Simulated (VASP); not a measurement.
Input of a VASP 6.6.1 run:

Contents of INCAR:

```
SYSTEM = WS2
PREC = Accurate ; ENCUT = 520
EDIFF = 1E-6 ; ISMEAR = 0
SIGMA = 0.05 ; LREAL = .False.
LASPH = .True. ; NELM = 80
ALGO = Normal ; ISIF = 2
LWAVE = .False. ; LCHARG = .True.
LELF = .True. ; LVHAR = .True.
NBANDS = 64
```

KPOINTS

```
regular mesh
0
Gamma
  8 6 2
  0 0 0
```

The input POSCAR:

```
WS2
1.0
    3.1268885683      0.0000000000      0.0000000000
    0.0000000000      5.4159298698      0.0000000000
    0.0000000000      0.0000000000     12.1559714659
W S
4 8
Direct
    0.0000000000      0.3333333333      0.2500000000
    0.5000000000      0.8333333333      0.2500000000
    0.5000000000      0.1666666667      0.7500000000
    1.0000000000      0.6666666667      0.7500000000
    0.0000000000      0.3333333333      0.6215153207
    0.5000000000      0.8333333333      0.6215153207
    0.5000000000      0.1666666667      0.1215153207
    1.0000000000      0.6666666667      0.1215153207
    0.0000000000      0.3333333333      0.8784846793
    0.5000000000      0.8333333333      0.8784846793
    0.5000000000      0.1666666667      0.3784846793
    1.0000000000      0.6666666667      0.3784846793
```

Potentials or basis: VASP PAW LDA potentials, release 64 (W_sv, S).

The run is started by

```console
$ cat potpaw_LDA.64/W_sv/POTCAR potpaw_LDA.64/S/POTCAR > POTCAR
$ mpirun -np 1 vasp_std > vasp.out
```

Problem. What does it give for the pressure?

Solution. 0.4 GPa.

Problem. Predict the largest force.

Solution. 0.051 eV/Å.

Problem. Predict the band gap on the k mesh.

Solution. 0.86 eV.

Forces in eV/Å, atoms in the order of the input:
```
W    0.000  0.001  0.000
W    0.000  0.001  0.000
W    0.000 -0.001  0.000
W    0.000 -0.001  0.000
S    0.000  0.000 -0.051
S    0.000  0.000 -0.051
S    0.000  0.000 -0.051
S    0.000  0.000 -0.051
S    0.000  0.000  0.051
S    0.000  0.000  0.051
S    0.000  0.000  0.051
S    0.000  0.000  0.051
```

Caveat: spin-orbit coupling is left out, which moves the levels of the heavy elements. A k mesh can miss the band edges.
